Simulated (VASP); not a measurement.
# LiBr (Fm-3m) in VASP: further runs

LiBr is run at these levels: PBEsol; tasks: single point.

Program: VASP 6.6.1. These are calculated values, not measurements. Logs are shortened: lines on timing, memory, paths and dates and some standing lists are left out, and cuts for length are marked.

**1. The cell of the first run**

Symmetry: Fm-3m, No. 225, cubic system. Conventional cell: a = 5.479 Å, b = 5.479 Å, c = 5.479 Å, α = 90.00°, β = 90.00°, γ = 90.00°. Within 3.6 Å of Li (site symmetry m-3m) lie 6 Br at 2.74 Å. Br (site symmetry m-3m) has 6 Li at 2.74 Å within 3.6 Å.

**2. Single point, PBEsol**

INCAR

```
PREC     = Accurate       # precision mode
ENCUT    = 750            # plane-wave cutoff, eV
EDIFF    = 1E-6           # SCF threshold, eV
ISMEAR   = 0              # smearing method
SIGMA    = 0.01           # smearing width, eV
LREAL    = F              # projectors in reciprocal space
LASPH    = T              # aspherical terms in the spheres
NELM     = 120            # most SCF steps
ALGO     = Normal         # electronic algorithm
ISIF     = 2              # what is computed and relaxed
LWAVE    = F              # write WAVECAR
LCHARG   = F              # write CHGCAR
GGA      = PS             # functional
NBANDS   = 12             # bands
GGA_COMPAT= F
```

KPOINTS

```
Automatic mesh
0
Gamma
  4 4 4
```

POSCAR

```
LiBr
1.0
    0.0000000000      2.7395485832      2.7395485832
    2.7395485832      0.0000000000      2.7395485832
    2.7395485832      2.7395485832      0.0000000000
Li Br
1 1
Direct
    0.0000000000      0.0000000000      0.0000000000
    0.5000000000      0.5000000000      0.5000000000
```

Potentials or basis: VASP PAW PBE potentials, release 64 (Li_sv, Br).

Run with:

```bash
> cat potpaw_PBE.64/Li_sv/POTCAR potpaw_PBE.64/Br/POTCAR > POTCAR
> mpirun -np 1 vasp_std > vasp.out
```

OUTCAR:

```text
PREC = Accurate
   ENCUT = 750
   EDIFF = 1E-6
   ISMEAR = 0
   LREAL = F
   LASPH = T
   NELM = 120
   ISIF = 2
   GGA = PS

 ion  position               nearest neighbor table
   1  0.000  0.000  0.000-
   2  0.500  0.500  0.500-

  LATTYP: Found a face centered cubic cell.
 ALAT       =     5.4790971664

  Lattice vectors:

 A1 = (   0.0000000000,   2.7395485832,   2.7395485832)
 A2 = (   2.7395485832,   0.0000000000,   2.7395485832)
 A3 = (   2.7395485832,   2.7395485832,   0.0000000000)

Analysis of symmetry for initial positions (statically):
=====================================================================
 Subroutine PRICEL returns:
 Original cell was already a primitive cell.

 Routine SETGRP: Setting up the symmetry group for a
 face centered cubic supercell.

 Subroutine GETGRP returns: Found 48 space group operations
 (whereof 48 operations were pure point group operations)
 out of a pool of 48 trial point group operations.

The static configuration has the point symmetry O_h .

Analysis of symmetry for dynamics (positions and initial velocities):
=====================================================================
 Subroutine PRICEL returns:
 Original cell was already a primitive cell.

 Routine SETGRP: Setting up the symmetry group for a
 face centered cubic supercell.

 Subroutine GETGRP returns: Found 48 space group operations
 (whereof 48 operations were pure point group operations)
 out of a pool of 48 trial point group operations.

The dynamic configuration has the point symmetry O_h .

 Subroutine INISYM returns: Found 48 space group operations
 (whereof 48 operations are pure point group operations),
 and found     1 'primitive' translations

----------------------------------------------------------------------------------------

                                     Primitive cell

  volume of cell :      41.1213

  direct lattice vectors                    reciprocal lattice vectors
     0.000000000  2.739548583  2.739548583    -0.182511821  0.182511821  0.182511821
     2.739548583  0.000000000  2.739548583     0.182511821 -0.182511821  0.182511821
     2.739548583  2.739548583  0.000000000     0.182511821  0.182511821 -0.182511821

  length of vectors
     3.874306761  3.874306761  3.874306761     0.316119747  0.316119747  0.316119747

  position of ions in fractional coordinates (direct lattice)
     0.000000000  0.000000000  0.000000000
     0.500000000  0.500000000  0.500000000

  ion indices of the primitive-cell ions
   primitive index   ion index
                 1           1
                 2           2

----------------------------------------------------------------------------------------

 KPOINTS: Automatic mesh

Automatic generation of k-mesh.
 Grid dimensions read from file:
 generate k-points for:    4    4    4

 Generating k-lattice:

  Cartesian coordinates                     Fractional coordinates (reciprocal lattice)
    -0.045627955  0.045627955  0.045627955     0.250000000  0.000000000  0.000000000
     0.045627955 -0.045627955  0.045627955     0.000000000  0.250000000  0.000000000
     0.045627955  0.045627955 -0.045627955     0.000000000  0.000000000  0.250000000

  Length of vectors
     0.079029937  0.079029937  0.079029937

  Shift w.r.t. Gamma in fractional coordinates (k-lattice)
     0.000000000  0.000000000  0.000000000

 Subroutine IBZKPT returns following result:
 ===========================================

 Found      8 irreducible k-points:

 Following reciprocal coordinates:
            Coordinates               Weight
  0.000000  0.000000  0.000000      1.000000
  0.250000  0.000000  0.000000      8.000000
  0.500000  0.000000  0.000000      4.000000
  0.250000  0.250000  0.000000      6.000000
  0.500000  0.250000  0.000000     24.000000
 -0.250000  0.250000  0.000000     12.000000
  0.500000  0.500000  0.000000      3.000000
 -0.250000  0.500000  0.250000      6.000000
   k-points           NKPTS =      8   k-points in BZ     NKDIM =      8   number of bands    NBANDS=     12
   number of dos      NEDOS =    301   number of ions     NIONS =      2
   total plane-waves  NPLWV =  46656
   dimension x,y,z NGX =    36 NGY =   36 NGZ =   36
   dimension x,y,z NGXF=    72 NGYF=   72 NGZF=   72
   ions per type =               1   1
   NGX,Y,Z   is equivalent  to a cutoff of  15.45, 15.45, 15.45 a.u.
   NGXF,Y,Z  is equivalent  to a cutoff of  30.90, 30.90, 30.90 a.u.
 SYSTEM =  unknown system
   PREC   = accura    normal or accurate (medium, high low for compatibility)
   ISTART =      0    job   : 0-new  1-cont  2-samecut
   ICHARG =      2    charge: 1-file 2-atom 10-const
   ISPIN  =      1    spin polarized calculation?
   LNONCOLLINEAR =      F non collinear calculations
   LSORBIT =      F    spin-orbit coupling
   LASPH  =      T    aspherical Exc in radial PAW
   ENCUT  =  750.0 eV  55.12 Ry    7.42 a.u.   8.65  8.65  8.65*2*pi/ulx,y,z
   NELM   =    120;   NELMIN=  2; NELMDL= -5     # of ELM steps
   EDIFF  = 0.1E-05   stopping-criterion for ELM
   LREAL  =      F    real-space projection
   EDIFFG = 0.1E-04   stopping-criterion for IOM
   NSW    =      0    number of steps for IOM
   IBRION =     -1    ionic relax: 0-MD 1-quasi-New 2-CG
   NFREE  =      0    steps in history (QN), initial steepest desc. (CG)
   ISIF   =      2    stress and relaxation
   ISYM   =      2    0-nonsym 1-usesym 2-fastsym
   POTIM  = 0.5000    time-step for ionic-motion
   TEBEG  =    0.0;   TEEND  =   0.0 temperature during run
   PSTRESS=    0.0 pullay stress
   NELECT =      10.0000    total number of electrons
   NUPDOWN=      -1.0000    fix difference up-down
   EMIN   =  10.00;   EMAX   =-10.00  energy-range for DOS
   EFERMI =   0.00;   METHOD = LEGACY
   ISMEAR =     0;   SIGMA  =   0.01  broadening in eV -4-tet -1-fermi 0-gaus
   EFERMI_NEDOS =   21; number of points for ismear=-14 and -15
   IALGO  =     38    algorithm
   IMIX   =      4    mixing-type and parameters
     AMIX     =   0.40;   BMIX     =  1.00
     AMIX_MAG =   1.60;   BMIX_MAG =  1.00
  volume/ion in A,a.u.               =      20.56       138.75
  Fermi-wavevector in a.u.,A,eV,Ry     =   1.021847  1.931011 14.206810  1.044171
  Thomas-Fermi vector in A             =   2.155494
   LORBIT       =      0    0 simple, 1 ext, 2 COOP (PROOUT), +10 PAW based schemes
   GGA     = PS    functional components
   LHFCALC =     F    Hartree Fock is set to
   AEXX    =    0.0000 exact exchange contribution
   IVDW    =     0    specifies the selected vdW correction
   LEPSILON=     F    determine dielectric tensor
   LRPA    =     F    only Hartree local field effects (RPA)
 non-spin polarized calculation
 Gauss-broadening in eV      SIGMA  =   0.01
  energy-cutoff  :      750.00
  volume of cell :       41.12
 maximum number of plane-waves:      1928
 NGX is ok and might be reduce to    36
   NGX = 17   NGY = 17   NGZ = 17

 number of electron      10.0000001 magnetization

 Free energy of the ion-electron system (eV)
  ---------------------------------------------------
  ext. energy  EPLUGINS =         0.00000000
  ---------------------------------------------------
  free energy    TOTEN  =        -6.91841008 eV

  energy without entropy =       -6.91841008  energy(sigma->0) =       -6.91841008

 E-fermi :   0.3893     XC(G=0):  -8.6320

 val. band max:        0.3290498248   @ k =   0.0000   0.0000   0.0000
 cond. band min:       5.1433639941   @ k =   0.0000   0.0000   0.0000
 fundamental gap:      4.8143141693
 Fermi energy:         0.3892505408

 k-point     1 :       0.0000    0.0000    0.0000
  band No.  band energies     occupation
      1     -43.3428      2.00000
      2     -13.1691      2.00000
      3       0.3290      2.00000
      4       0.3290      2.00000
      5       0.3290      2.00000
      6       5.1434      0.00000
      7      10.7200      0.00000
      8      10.7200      0.00000
      9      10.7200      0.00000
     10      12.5417      0.00000
     11      12.5417      0.00000
     12      12.5417      0.00000

 k-point     2 :       0.2500    0.0000    0.0000
  band No.  band energies     occupation
      1     -43.3422      2.00000
      2     -12.9362      2.00000
      3      -1.4106      2.00000
      4       0.1844      2.00000
      5       0.1844      2.00000
      6       6.1673      0.00000
      7       9.4500      0.00000
      8       9.4500      0.00000
      9       9.9773      0.00000
     10      12.6068      0.00000
     11      12.6068      0.00000
     12      13.2490      0.00000

 k-point     3 :       0.5000    0.0000    0.0000
  band No.  band energies     occupation
      1     -43.3416      2.00000
      2     -12.6772      2.00000
      3      -2.6515      2.00000
      4       0.0561      2.00000
      5       0.0561      2.00000
      6       5.7886      0.00000
      7       8.3510      0.00000
      8       8.3510      0.00000
      9      12.1023      0.00000
     10      14.2254      0.00000
     11      16.1088      0.00000
     12      16.1088      0.00000

 k-point     4 :       0.2500    0.2500    0.0000
  band No.  band energies     occupation
      1     -43.3420      2.00000
      2     -12.8512      2.00000
      3      -1.3289      2.00000
      4      -0.3121      2.00000
      5      -0.3121      2.00000
      6       7.4269      0.00000
      7       8.3915      0.00000
      8       8.6155      0.00000
      9      11.3180      0.00000
     10      11.3180      0.00000
     11      14.4919      0.00000
     12      15.6798      0.00000

 k-point     5 :       0.5000    0.2500    0.0000
  band No.  band energies     occupation
      1     -43.3414      2.00000
      2     -12.5807      2.00000
      3      -2.2952      2.00000
      4      -1.0642      2.00000
      5      -0.4417      2.00000
      6       7.0227      0.00000
      7       8.6292      0.00000
      8       9.9820      0.00000
      9      10.1179      0.00000
     10      13.0091      0.00000
     11      16.5836      0.00000
     12      16.8408      0.00000

 k-point     6 :      -0.2500    0.2500    0.0000
  band No.  band energies     occupation
      1     -43.3416      2.00000
      2     -12.6763      2.00000
      3      -1.9388      2.00000
      4      -1.2082      2.00000
      5       0.0275      2.00000
      6       7.1406      0.00000
      7       9.0339      0.00000
      8       9.4021      0.00000
      9       9.6149      0.00000
     10      13.0209      0.00000
     11      14.9096      0.00000
     12      15.6742      0.00000

 k-point     7 :       0.5000    0.5000    0.0000
  band No.  band energies     occupation
      1     -43.3412      2.00000
      2     -12.4773      2.00000
      3      -2.6611      2.00000
      4      -0.8509      2.00000
      5      -0.8509      2.00000
      6       6.4962      0.00000
      7       7.2462      0.00000
      8      11.9124      0.00000
      9      12.7521      0.00000
     10      12.7521      0.00000
     11      16.1174      0.00000
     12      17.8637      0.00000

 k-point     8 :      -0.2500    0.5000    0.2500
  band No.  band energies     occupation
      1     -43.3412      2.00000
      2     -12.4823      2.00000
      3      -1.8973      2.00000
      4      -1.8973      2.00000
      5      -0.8539      2.00000
      6       8.3134      0.00000
      7       8.8201      0.00000
      8       9.6672      0.00000
      9       9.6672      0.00000
     10      14.2949      0.00000
     11      14.2949      0.00000
     12      17.7193      0.00000

------------------------ aborting loop because EDIFF is reached ----------------------------------------

  FORCE on cell =-STRESS in cart. coord.  units (eV):
  Direction    XX          YY          ZZ          XY          YZ          ZX
  --------------------------------------------------------------------------------------
  -------------------------------------------------------------------------------------
  Total       -0.2206714     -0.2206714     -0.2206714     -0.0000000      0.0000000     -0.0000000
  in kB       -8.5978450     -8.5978450     -8.5978450     -0.0000000      0.0000000     -0.0000000
  external PRESSURE =      -8.5978450 kB  Pullay stress =       0.0000000 kB

 VOLUME and BASIS-vectors are now :
 -----------------------------------------------------------------------------
  energy-cutoff  :      750.00
  volume of cell :       41.12
      direct lattice vectors                 reciprocal lattice vectors
     0.000000000  2.739548583  2.739548583    -0.182511821  0.182511821  0.182511821
     2.739548583  0.000000000  2.739548583     0.182511821 -0.182511821  0.182511821
     2.739548583  2.739548583  0.000000000     0.182511821  0.182511821 -0.182511821

 POSITION                                       TOTAL-FORCE (eV/Angst)
 -----------------------------------------------------------------------------------
      0.00000      0.00000      0.00000        -0.000000      0.000000      0.000000
      2.73955      2.73955      2.73955         0.000000     -0.000000     -0.000000
 -----------------------------------------------------------------------------------
    total drift:                                0.000000      0.000000      0.000000

  FREE ENERGIE OF THE ION-ELECTRON SYSTEM (eV)
  ---------------------------------------------------
  free  energy   TOTEN  =        -6.9184100773 eV

  energy  without entropy=       -6.9184100773  energy(sigma->0) =       -6.91841008
```

Wall time 21 s (1 thread of Intel Xeon 8259CL, shared host); peak memory 0.2 GiB.

What came out:

| Property | Result |
| --- | --- |
| Free energy | -6.9184 eV |
| Pressure | -0.9 GPa |
| Band gap on the k mesh | 4.81 eV |

Levels at points of the mesh, in eV from the valence-band top:
```tsv
k point	band 2	band 3	band 4	band 5	band 6	band 7	band 8	band 9
(0.00, 0.00, 0.00)	-13.50	0.00	0.00	0.00	4.81	10.39	10.39	10.39
(0.50, 0.00, 0.00)	-13.01	-2.98	-0.27	-0.27	5.46	8.02	8.02	11.77
(0.50, 0.50, 0.00)	-12.81	-2.99	-1.18	-1.18	6.17	6.92	11.58	12.42
```

Caveat: the k points lie up to 0.50 Å⁻¹ apart; the PAW data sets were made with another functional, which shifts forces and pressure a little.

**3. Single point, PBEsol**

INCAR

```
SYSTEM = LiBr
PREC = Accurate
ENCUT = 750
EDIFF = 1E-6
ISMEAR = 0
SIGMA = 0.01
LREAL = .False.
LASPH = .True.
NELM = 120
ALGO = Normal
ISIF = 2
LWAVE = .False.
LCHARG = .False.
GGA = PS
NBANDS = 12
GGA_COMPAT = .False.
```

KPOINTS

```
Automatic mesh
0
Gamma
  4 4 4
  0 0 0
```

POSCAR is that of step 2.

Potentials or basis: VASP PAW PBE potentials, release 64 (Li_sv, Br).

Run with:

```bash
> cat potpaw_PBE.64/Li_sv/POTCAR potpaw_PBE.64/Br/POTCAR > POTCAR
> mpirun -np 1 vasp_std > vasp.out
```

Run time: 22 s. Hardware: 1 thread of Intel Xeon 8259CL, shared host; peak memory 0.2 GiB.

The run converged. Its results:

```
Free energy            : -6.9184 eV
Pressure               : -0.9 GPa
Band gap on the k mesh : 4.81 eV
```

Levels at points of the mesh, in eV from the valence-band top:
| k point | band 3 | band 4 | band 5 | band 6 | band 7 | band 8 |
| --- | --- | --- | --- | --- | --- | --- |
| (0.00, 0.00, 0.00) | 0.00 | 0.00 | 0.00 | 4.81 | 10.39 | 10.39 |
| (0.50, 0.00, 0.00) | -2.98 | -0.27 | -0.27 | 5.46 | 8.02 | 8.02 |
| (0.50, 0.50, 0.00) | -2.99 | -1.18 | -1.18 | 6.17 | 6.92 | 11.58 |

Caveat: the k points lie up to 0.50 Å⁻¹ apart; the PAW data sets were made with another functional, which shifts forces and pressure a little. PBEsol gaps usually lie below the measured ones, often by a third to a half.
